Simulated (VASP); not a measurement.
# NiO2 (P-3m1) in VASP: further runs

The runs below take NiO2 through single point, relaxation of shape and atoms at fixed volume, with r2SCAN.

Everything below comes from runs of VASP 6.6.1. Logs are shortened: lines on timing, memory, paths and dates and some standing lists are left out, and cuts for length are marked.

### 1 The cell of the first run

It takes space group P-3m1 (No. 164, trigonal). Conventional cell: a = 2.774 Å, b = 2.774 Å, c = 4.475 Å, α = 90.00°, β = 90.00°, γ = 120.00°. Ni (site symmetry -3m) has 6 O at 1.86 Å within 2.5 Å. O (site symmetry 3m) has 3 Ni at 1.86 Å and 3 O at 2.47 Å within 2.5 Å.

### 2 Single point, r2SCAN (volume scaled by 0.97, then relaxed in part)

The input, POSCAR:

```
NiO2
1.0
    2.7741652103      0.0000000000      0.0000000000
   -1.3870826052      2.4024975464      0.0000000000
    0.0000000000      0.0000000000      4.4754631080
Ni O
1 2
Direct
    0.0000000000      0.0000000000      0.5000000000
    0.6666666667      0.3333333333      0.7098155145
    0.3333333333      0.6666666667      0.2901844855
```

The input, INCAR.step1:

```
PREC = Accurate ; ENCUT = 520
ISMEAR = 0 ; SIGMA = 0.02
LREAL = False ; LASPH = True
NELM = 100 ; NBANDS = 18
GGA = PE ; ALGO = Normal
EDIFF = 1E-4 ; LWAVE = True
LCHARG = False
```

The input, INCAR.step2:

```
PREC = Accurate ; ENCUT = 520
EDIFF = 1E-7 ; ISMEAR = 0
SIGMA = 0.02 ; LREAL = False
LASPH = True ; NELM = 100
ALGO = Normal ; ISIF = 2
LWAVE = False ; LCHARG = False
METAGGA = R2SCAN ; LMIXTAU = True
NBANDS = 18 ; ISTART = 1
```

The input, KPOINTS:

```
Automatic mesh
0
Gamma
  12 12 6
```

Potentials or basis: VASP PAW PBE potentials, release 64 (Ni, O).

Command:

```sh
$ cat potpaw_PBE.64/Ni/POTCAR potpaw_PBE.64/O/POTCAR > POTCAR
$ cp INCAR.step1 INCAR
$ mpirun -np 1 vasp_std > vasp.out
$ cp INCAR.step2 INCAR
$ mpirun -np 1 vasp_std > vasp.out
```

OUTCAR:

```text
PREC = Accurate
   ENCUT = 520
   EDIFF = 1E-7
   ISMEAR = 0
   LREAL = False
   LASPH = True
   NELM = 100
   ISIF = 2
   METAGGA = R2SCAN
   ISTART = 1

 ion  position               nearest neighbor table
   1  0.000  0.000  0.500-   2 1.86   3 1.86   2 1.86   3 1.86   2 1.86   3 1.86
   2  0.667  0.333  0.710-   1 1.86   1 1.86   1 1.86
   3  0.333  0.667  0.290-   1 1.86   1 1.86   1 1.86

  LATTYP: Found a hexagonal cell.
 ALAT       =     2.7741652103
 C/A-ratio  =     1.6132648090

  Lattice vectors:

 A1 = (   2.7741652103,   0.0000000000,   0.0000000000)
 A2 = (  -1.3870826052,   2.4024975464,   0.0000000000)
 A3 = (   0.0000000000,   0.0000000000,   4.4754631080)

Analysis of symmetry for initial positions (statically):
=====================================================================
 Subroutine PRICEL returns:
 Original cell was already a primitive cell.

 Routine SETGRP: Setting up the symmetry group for a
 hexagonal supercell.

 Subroutine GETGRP returns: Found 12 space group operations
 (whereof 12 operations were pure point group operations)
 out of a pool of 24 trial point group operations.

The static configuration has the point symmetry D_3d.

Analysis of symmetry for dynamics (positions and initial velocities):
=====================================================================
 Subroutine PRICEL returns:
 Original cell was already a primitive cell.

 Routine SETGRP: Setting up the symmetry group for a
 hexagonal supercell.

 Subroutine GETGRP returns: Found 12 space group operations
 (whereof 12 operations were pure point group operations)
 out of a pool of 24 trial point group operations.

The dynamic configuration has the point symmetry D_3d.

 Subroutine INISYM returns: Found 12 space group operations
 (whereof 12 operations are pure point group operations),
 and found     1 'primitive' translations

----------------------------------------------------------------------------------------

                                     Primitive cell

  volume of cell :      29.8286

  direct lattice vectors                    reciprocal lattice vectors
     2.774165210  0.000000000  0.000000000     0.360468798  0.208116758  0.000000000
    -1.387082605  2.402497546  0.000000000     0.000000000  0.416233516  0.000000000
     0.000000000  0.000000000  4.475463108     0.000000000  0.000000000  0.223440564

  length of vectors
     2.774165210  2.774165210  4.475463108     0.416233516  0.416233516  0.223440564

  position of ions in fractional coordinates (direct lattice)
     0.000000000  0.000000000  0.500000000
     0.666666667  0.333333333  0.709815515
     0.333333333  0.666666667  0.290184485

  ion indices of the primitive-cell ions
   primitive index   ion index
                 1           1
                 2           2
                 3           3

----------------------------------------------------------------------------------------

 KPOINTS: Automatic mesh

Automatic generation of k-mesh.
 Grid dimensions read from file:
 generate k-points for:   12   12    6

 Generating k-lattice:

  Cartesian coordinates                     Fractional coordinates (reciprocal lattice)
     0.030039067  0.017343063  0.000000000     0.083333333  0.000000000  0.000000000
     0.000000000  0.034686126  0.000000000     0.000000000  0.083333333  0.000000000
     0.000000000  0.000000000  0.037240094     0.000000000  0.000000000  0.166666667

  Length of vectors
     0.034686126  0.034686126  0.037240094

  Shift w.r.t. Gamma in fractional coordinates (k-lattice)
     0.000000000  0.000000000  0.000000000

 Subroutine IBZKPT returns following result:
 ===========================================

 Found    100 irreducible k-points:

 Following reciprocal coordinates:
            Coordinates               Weight
  0.000000  0.000000  0.000000      1.000000
  0.083333 -0.000000  0.000000      6.000000
  0.166667 -0.000000  0.000000      6.000000
  0.250000  0.000000  0.000000      6.000000
  0.333333 -0.000000  0.000000      6.000000
  0.416667 -0.000000  0.000000      6.000000
[... 16 lines left out ...]
  0.166667 -0.000000  0.166667      6.000000
  0.000000  0.166667  0.166667      6.000000
 [... further k-points ...]
   k-points           NKPTS =    100   k-points in BZ     NKDIM =    100   number of bands    NBANDS=     18
   number of dos      NEDOS =    301   number of ions     NIONS =      3
   total plane-waves  NPLWV =  20736
   dimension x,y,z NGX =    24 NGY =   24 NGZ =   36
   dimension x,y,z NGXF=    48 NGYF=   48 NGZF=   72
   ions per type =               1   2
   NGX,Y,Z   is equivalent  to a cutoff of  14.38, 14.38, 13.37 a.u.
   NGXF,Y,Z  is equivalent  to a cutoff of  28.76, 28.76, 26.75 a.u.
 SYSTEM =  unknown system
   PREC   = accura    normal or accurate (medium, high low for compatibility)
   ISTART =      1    job   : 0-new  1-cont  2-samecut
   ICHARG =      0    charge: 1-file 2-atom 10-const
   ISPIN  =      1    spin polarized calculation?
   LNONCOLLINEAR =      F non collinear calculations
   LSORBIT =      F    spin-orbit coupling
   LASPH  =      T    aspherical Exc in radial PAW
   ENCUT  =  520.0 eV  38.22 Ry    6.18 a.u.   5.16  5.16  8.32*2*pi/ulx,y,z
   NELM   =    100;   NELMIN=  2; NELMDL=  0     # of ELM steps
   EDIFF  = 0.1E-06   stopping-criterion for ELM
   LREAL  =      F    real-space projection
   EDIFFG = 0.1E-05   stopping-criterion for IOM
   NSW    =      0    number of steps for IOM
   IBRION =     -1    ionic relax: 0-MD 1-quasi-New 2-CG
   NFREE  =      0    steps in history (QN), initial steepest desc. (CG)
   ISIF   =      2    stress and relaxation
   ISYM   =      2    0-nonsym 1-usesym 2-fastsym
   POTIM  = 0.5000    time-step for ionic-motion
   TEBEG  =    0.0;   TEEND  =   0.0 temperature during run
   PSTRESS=    0.0 pullay stress
   NELECT =      22.0000    total number of electrons
   NUPDOWN=      -1.0000    fix difference up-down
   EMIN   =  10.00;   EMAX   =-10.00  energy-range for DOS
   EFERMI =   0.00;   METHOD = LEGACY
   ISMEAR =     0;   SIGMA  =   0.02  broadening in eV -4-tet -1-fermi 0-gaus
   EFERMI_NEDOS =   21; number of points for ismear=-14 and -15
   IALGO  =     38    algorithm
   IMIX   =      4    mixing-type and parameters
     AMIX     =   0.40;   BMIX     =  1.00
     AMIX_MAG =   1.60;   BMIX_MAG =  1.00
  volume/ion in A,a.u.               =       9.94        67.10
  Fermi-wavevector in a.u.,A,eV,Ry     =   1.479124  2.795139 29.766940  2.187808
  Thomas-Fermi vector in A             =   2.593321
   LORBIT       =      0    0 simple, 1 ext, 2 COOP (PROOUT), +10 PAW based schemes
   METAGGA = R2SCAN    functional components
   LHFCALC =     F    Hartree Fock is set to
   AEXX    =    0.0000 exact exchange contribution
   IVDW    =     0    specifies the selected vdW correction
   LEPSILON=     F    determine dielectric tensor
   LRPA    =     F    only Hartree local field effects (RPA)
 non-spin polarized calculation
 Gauss-broadening in eV      SIGMA  =   0.02
  energy-cutoff  :      520.00
  volume of cell :       29.83
 maximum number of plane-waves:       814
 NGX is ok and might be reduce to    24
   NGX = 11   NGY = 11   NGZ = 17

 number of electron      21.9999993 magnetization

 Free energy of the ion-electron system (eV)
  ---------------------------------------------------
  ext. energy  EPLUGINS =         0.00000000
  ---------------------------------------------------
  free energy    TOTEN  =       -26.45972454 eV

  energy without entropy =      -26.45972454  energy(sigma->0) =      -26.45972454

 E-fermi :   2.8215     XC(G=0): -11.8656

 val. band max:        2.6598539821   @ k =   0.0833   0.0833   0.5000
 cond. band min:       4.0042293873   @ k =   0.2500   0.0000   0.3333
 fundamental gap:      1.3443754052
 Fermi energy:         2.8214883122

 k-point     1 :       0.0000    0.0000    0.0000
  band No.  band energies     occupation
      1     -17.9736      2.00000
      2     -15.4139      2.00000
      3      -3.3759      2.00000
      4      -2.9130      2.00000
      5      -2.9130      2.00000
      6       0.2503      2.00000
[... 10 lines left out ...]
     17      24.0268      0.00000
     18      24.0268      0.00000

 k-point     2 :       0.0833   -0.0000    0.0000
  band No.  band energies     occupation
      1     -17.8792      2.00000
      2     -15.4230      2.00000
      3      -3.2650      2.00000
      4      -2.9463      2.00000
      5      -2.8482      2.00000
      6       0.0469      2.00000
[... 10 lines left out ...]
     17      23.1257      0.00000
     18      24.2681      0.00000

 k-point     3 :       0.1667   -0.0000    0.0000
  band No.  band energies     occupation
      1     -17.6097      2.00000
      2     -15.4513      2.00000
      3      -3.0433      2.00000
      4      -2.9134      2.00000
      5      -2.6683      2.00000
      6      -0.6155      2.00000
[... 10 lines left out ...]
     17      21.5495      0.00000
     18      24.6539      0.00000

 k-point     4 :       0.2500    0.0000    0.0000
  band No.  band energies     occupation
      1     -17.2082      2.00000
      2     -15.5037      2.00000
      3      -3.0994      2.00000
      4      -2.4478      2.00000
      5      -2.4257      2.00000
      6      -1.4964      2.00000
[... 375 lines left out ...]
      4      -2.9182      2.00000
      5      -2.8407      2.00000
      6       0.0447      2.00000
[... 10 lines left out ...]
     17      23.1955      0.00000
     18      24.2394      0.00000

 k-point    23 :       0.1667   -0.0000    0.1667
  band No.  band energies     occupation
      1     -17.5787      2.00000
      2     -15.4994      2.00000
      3      -3.1769      2.00000
      4      -2.6749      2.00000
      5      -2.6647      2.00000
      6      -0.6368      2.00000
[... 10 lines left out ...]
     17      21.6015      0.00000
     18      24.7926      0.00000

 k-point    24 :       0.0000    0.1667    0.1667
  band No.  band energies     occupation
      1     -17.5766      2.00000
      2     -15.5036      2.00000
      3      -3.0998      2.00000
      4      -2.7433      2.00000
      5      -2.6568      2.00000
      6      -0.6043      2.00000
[... 10 lines left out ...]
     17      21.6831      0.00000
     18      24.4266      0.00000

 [... further k-points ...]
[... 5 lines left out ...]
  --------------------------------------------------------------------------------------
  -------------------------------------------------------------------------------------
  Total        0.4884938      0.4884938      0.3341622     -0.0000000     -0.0000000      0.0000000
  in kB       26.2383418     26.2383418     17.9487705     -0.0000000     -0.0000000      0.0000000
  external PRESSURE =      23.4751513 kB  Pullay stress =       0.0000000 kB

 VOLUME and BASIS-vectors are now :
 -----------------------------------------------------------------------------
  energy-cutoff  :      520.00
  volume of cell :       29.83
      direct lattice vectors                 reciprocal lattice vectors
     2.774165210  0.000000000  0.000000000     0.360468798  0.208116758  0.000000000
    -1.387082605  2.402497546  0.000000000     0.000000000  0.416233516  0.000000000
     0.000000000  0.000000000  4.475463108     0.000000000  0.000000000  0.223440564

 POSITION                                       TOTAL-FORCE (eV/Angst)
 -----------------------------------------------------------------------------------
      0.00000      0.00000      2.23773        -0.000000      0.000000      0.000000
      1.38708      0.80083      3.17675         0.000000     -0.000000      0.140326
     -0.00000      1.60167      1.29871        -0.000000      0.000000     -0.140326
 -----------------------------------------------------------------------------------
    total drift:                               -0.000000      0.000000     -0.000000

  FREE ENERGIE OF THE ION-ELECTRON SYSTEM (eV)
  ---------------------------------------------------
  free  energy   TOTEN  =       -26.4597245440 eV

  energy  without entropy=      -26.4597245440  energy(sigma->0) =      -26.45972454
```

It took 80 s on 1 thread of Intel Xeon 6975P-C (Granite Rapids), shared host; peak memory 0.19 GiB.

What came out:

| Item | Value |
| --- | --- |
| Free energy | -26.4597 eV |
| Pressure | 2.3 GPa |
| Largest force | 0.140 eV/Å |
| Band gap on the k mesh | 1.34 eV, indirect (least direct gap 1.54 eV) |

Forces on the atoms (eV/Å):
```
Ni   0.000  0.000  0.000
O    0.000  0.000  0.140
O    0.000  0.000 -0.140
```

Caveat: the cell differs from its parent crystal (volume scaled by 0.97, then relaxed in part); the PAW data sets were made with another functional, which shifts forces and pressure a little.

### 3 Single point, r2SCAN

This run uses another cell than the first one, of 10.25 Å³/atom, 1.031 times its volume.

The input, POSCAR:

```
NiO2
1.0
    2.7762368349      0.0000000000      0.0000000000
   -1.3881184174      2.4042916259      0.0000000000
    0.0000000000      0.0000000000      4.6069963193
Ni O
1 2
Direct
    0.0000000000      0.0000000000      0.5000000000
    0.6666666667      0.3333333333      0.7038965614
    0.3333333333      0.6666666667      0.2961034386
```

The input, INCAR.step1:

```
SYSTEM = NiO2
  PREC = Accurate
  ENCUT = 520
  ISMEAR = 0
  SIGMA = 0.02
  LREAL = .FALSE.
  LASPH = .TRUE.
  NELM = 80
  NBANDS = 18
  GGA = PE
  ALGO = Normal
  EDIFF = 1E-4
  LWAVE = .TRUE.
  LCHARG = .FALSE.
```

The input, INCAR.step2:

```
SYSTEM = NiO2
  PREC = Accurate
  ENCUT = 520
  EDIFF = 1E-6
  ISMEAR = 0
  SIGMA = 0.02
  LREAL = .FALSE.
  LASPH = .TRUE.
  NELM = 80
  ALGO = Normal
  ISIF = 2
  LWAVE = .FALSE.
  LCHARG = .TRUE.
  METAGGA = R2SCAN
  LMIXTAU = .TRUE.
  LELF = .TRUE.
  LVHAR = .TRUE.
  NBANDS = 18
  ISTART = 1
```

The input, KPOINTS:

```
regular mesh
0
G
  12 12 6
  0 0 0
```

Potentials or basis: VASP PAW PBE potentials, release 64 (Ni, O).

Command:

```sh
$ cat potpaw_PBE.64/Ni/POTCAR potpaw_PBE.64/O/POTCAR > POTCAR
$ cp INCAR.step1 INCAR
$ mpirun -np 1 vasp_std > vasp.out
$ cp INCAR.step2 INCAR
$ mpirun -np 1 vasp_std > vasp.out
```

Run time: 82 s. Hardware: 1 thread of Intel Xeon 6975P-C (Granite Rapids), shared host; peak memory 0.19 GiB.

It converged, with:

```
Free energy            : -26.4618 eV
Pressure               : 1.6 GPa
Largest force          : 0.136 eV/Å
Band gap on the k mesh : 1.40 eV, indirect (least direct gap 1.60 eV)
```

Forces in eV/Å, atoms in the order of the input:
```
Ni   0.000  0.000  0.000
O    0.000  0.000  0.136
O    0.000  0.000 -0.136
```

Stress tensor (GPa, compression positive):
```
1.82 0.00 0.00
0.00 1.82 0.00
0.00 0.00 1.03
```

Levels at points of the mesh, in eV from the valence-band top:
```csv
k point,band 7,band 8,band 9,band 10,band 11,band 12,band 13,band 14,band 15,band 16
"(0.00, 0.00, 0.00)",-2.36,-0.83,-0.83,-0.53,-0.51,2.70,2.70,8.87,12.39,16.32
"(0.50, 0.00, 0.00)",-2.62,-2.06,-1.99,-1.82,-1.11,2.01,2.66,13.86,14.63,15.22
"(0.00, 0.00, 0.50)",-2.37,-1.83,-0.87,-0.87,-0.13,2.74,2.74,11.08,11.21,15.30
"(0.50, 0.00, 0.50)",-2.54,-2.06,-1.84,-1.38,-1.24,2.03,2.57,12.93,14.24,16.35
```

Caveat: the PAW data sets were made with another functional, which shifts forces and pressure a little. r2SCAN opens gaps a little over a GGA but as a rule still falls short of measured ones.

### 4 Single point, r2SCAN (volume scaled by 1.03, then relaxed in part)

The input, POSCAR:

```
NiO2
1.0
    2.7771480589      0.0000000000      0.0000000000
   -1.3885740295      2.4050807691      0.0000000000
    0.0000000000      0.0000000000      4.7420927724
Ni O
1 2
Direct
    0.0000000000      0.0000000000      0.5000000000
    0.6666666667      0.3333333333      0.6981843551
    0.3333333333      0.6666666667      0.3018156449
```

The input, INCAR.step1:

```
SYSTEM = NiO2
PREC = Accurate ; ENCUT = 520
ISMEAR = 0 ; SIGMA = 0.02
LREAL = .False. ; LASPH = .True.
NELM = 60 ; NBANDS = 18
GGA = PE ; ALGO = Normal
EDIFF = 1E-4 ; LWAVE = .True.
LCHARG = .False.
```

The input, INCAR.step2:

```
SYSTEM = NiO2
PREC = Accurate ; ENCUT = 520
EDIFF = 1E-6 ; ISMEAR = 0
SIGMA = 0.02 ; LREAL = .False.
LASPH = .True. ; NELM = 60
ALGO = Normal ; ISIF = 2
LWAVE = .False. ; LCHARG = .True.
METAGGA = R2SCAN ; LMIXTAU = .True.
LELF = .True. ; LVHAR = .True.
NBANDS = 18 ; ISTART = 1
```

The input, KPOINTS:

```
regular mesh
0
Gamma
  12 12 6
  0 0 0
```

Command:

```sh
$ cat potpaw_PBE.64/Ni/POTCAR potpaw_PBE.64/O/POTCAR > POTCAR
$ cp INCAR.step1 INCAR
$ mpirun -np 1 vasp_std > vasp.out
$ cp INCAR.step2 INCAR
$ mpirun -np 1 vasp_std > vasp.out
```

Wall time 81 s (1 thread of Intel Xeon 6975P-C (Granite Rapids), shared host); peak memory 0.19 GiB.

It converged, with:

```
Free energy            : -26.4609 eV
Pressure               : 1.1 GPa
Largest force          : 0.130 eV/Å
Band gap on the k mesh : 1.45 eV, indirect (least direct gap 1.66 eV)
```

Forces in eV/Å, atoms in the order of the input:
```
Ni   0.000  0.000  0.000
O    0.000  0.000  0.130
O    0.000  0.000 -0.130
```

Stress tensor (GPa, compression positive):
```
1.36 0.00 0.00
0.00 1.36 0.00
0.00 0.00 0.58
```

Levels at points of the mesh, in eV from the valence-band top:
| k point | band 9 | band 10 | band 11 | band 12 | band 13 | band 14 |
| --- | --- | --- | --- | --- | --- | --- |
| (0.00, 0.00, 0.00) | -0.80 | -0.60 | -0.45 | 2.74 | 2.74 | 8.78 |
| (0.50, 0.00, 0.00) | -1.88 | -1.78 | -1.08 | 2.05 | 2.68 | 13.83 |
| (0.00, 0.00, 0.50) | -0.82 | -0.82 | -0.13 | 2.77 | 2.77 | 10.90 |
| (0.50, 0.00, 0.50) | -1.80 | -1.39 | -1.19 | 2.06 | 2.62 | 12.96 |

Caveat: the cell differs from its parent crystal (volume scaled by 1.03, then relaxed in part); the PAW data sets were made with another functional, which shifts forces and pressure a little.

### 5 Single point, r2SCAN (volume scaled by 1.06, then relaxed in part)

The input, POSCAR:

```
NiO2
1.0
    2.7777989979      0.0000000000      0.0000000000
   -1.3888994990      2.4056444988      0.0000000000
    0.0000000000      0.0000000000      4.8779250264
Ni O
1 2
Direct
    0.0000000000      0.0000000000      0.5000000000
    0.6666666667      0.3333333333      0.6926463535
    0.3333333333      0.6666666667      0.3073536465
```

The input, INCAR.step1:

```
SYSTEM = NiO2
ALGO = Normal
EDIFF = 1E-4
ENCUT = 520
GGA = PE
ISMEAR = 0
LASPH = .TRUE.
LCHARG = .FALSE.
LREAL = .FALSE.
LWAVE = .TRUE.
NBANDS = 18
NELM = 80
PREC = Accurate
SIGMA = 0.02
```

The input, INCAR.step2:

```
SYSTEM = NiO2
ALGO = Normal
EDIFF = 1E-6
ENCUT = 520
ISIF = 2
ISMEAR = 0
ISTART = 1
LASPH = .TRUE.
LCHARG = .FALSE.
LMIXTAU = .TRUE.
LREAL = .FALSE.
LWAVE = .FALSE.
METAGGA = R2SCAN
NBANDS = 18
NELM = 80
PREC = Accurate
SIGMA = 0.02
```

The input, KPOINTS:

```
k-points
0
G
  12 12 6
  0 0 0
```

Command:

```sh
$ cat potpaw_PBE.64/Ni/POTCAR potpaw_PBE.64/O/POTCAR > POTCAR
$ cp INCAR.step1 INCAR
$ mpirun -np 1 vasp_std > vasp.out
$ cp INCAR.step2 INCAR
$ mpirun -np 1 vasp_std > vasp.out
```

Run time: 80 s. Hardware: 1 thread of Intel Xeon 6975P-C (Granite Rapids), shared host; peak memory 0.19 GiB.

Results (log left out):

```yaml
Free_energy: -26.4578 eV
Pressure: 0.8 GPa
Largest_force: 0.130 eV/Å
Band_gap_on_the_k_mesh: 1.50 eV, indirect (least direct gap 1.71 eV)
```

Forces on the atoms (eV/Å):
```
Ni   0.000  0.000  0.000
O    0.000  0.000  0.130
O    0.000  0.000 -0.130
```

Stress tensor (GPa, compression positive):
```
1.10 0.00 0.00
0.00 1.10 0.00
0.00 0.00 0.30
```

Levels at points of the mesh, in eV from the valence-band top:
```tsv
k point	band 8	band 9	band 10	band 11	band 12	band 13	band 14	band 15
(0.00, 0.00, 0.00)	-0.77	-0.77	-0.66	-0.40	2.78	2.78	8.69	12.42
(0.50, 0.00, 0.00)	-1.99	-1.79	-1.75	-1.06	2.08	2.70	13.80	14.55
(0.00, 0.00, 0.50)	-1.59	-0.78	-0.78	-0.12	2.79	2.79	10.71	11.03
(0.50, 0.00, 0.50)	-1.99	-1.76	-1.41	-1.15	2.09	2.66	12.99	14.13
```

Caveat: the cell differs from its parent crystal (volume scaled by 1.06, then relaxed in part); the PAW data sets were made with another functional, which shifts forces and pressure a little. A k mesh can miss the band edges.

(Part 1 of 2 ends here.)
